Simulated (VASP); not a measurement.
Write the native input for VASP 6.6.1 that does the following.

```yaml
Task: single point
Functional: LDA
Potentials_or_basis: VASP PAW LDA potentials, release 64 (Sr_sv, O)
Cutoff: 520 eV
k_mesh: 8 × 8 × 8
Occupations: gaussian, width 0.01 eV
Spin: no spin polarisation
Dipole_correction: no
Further_INCAR_settings: ALGO = Normal; EDIFF = 1e-07; NBANDS = 15
```

The structure of SrO lies in POSCAR:

```
SrO
1.0
    3.1028650670      0.0000000000      0.0000000000
    0.0000000000      3.1028650670      0.0000000000
    0.0000000000      0.0000000000      3.1028650670
Sr O
1 1
Direct
    0.0000000000      0.0000000000      0.0000000000
    0.5000000000      0.5000000000      0.5000000000
```

These files were run (other wordings do the same):

INCAR

```
  PREC = Accurate
  ENCUT = 520
  EDIFF = 1E-7
  ISMEAR = 0
  SIGMA = 0.01
  LREAL = F
  LASPH = T
  NELM = 100
  ALGO = Normal
  ISIF = 2
  LWAVE = F
  LCHARG = T
  LELF = T
  LVHAR = T
  NBANDS = 15
```

KPOINTS

```
regular mesh
0
Gamma
  8 8 8
```

Potentials or basis: VASP PAW LDA potentials, release 64 (Sr_sv, O).

Launch:

```console
$ cat potpaw_LDA.64/Sr_sv/POTCAR potpaw_LDA.64/O/POTCAR > POTCAR
$ mpirun -np 1 vasp_std > vasp.out
```

It gave:

The pressure is -5.2 GPa and the band gap on the k mesh is 2.60 eV, indirect (least direct gap 2.66 eV).

It took 17 s on 1 thread of Intel Xeon 8259CL, with other jobs on the host, peak memory 0.14 GiB.
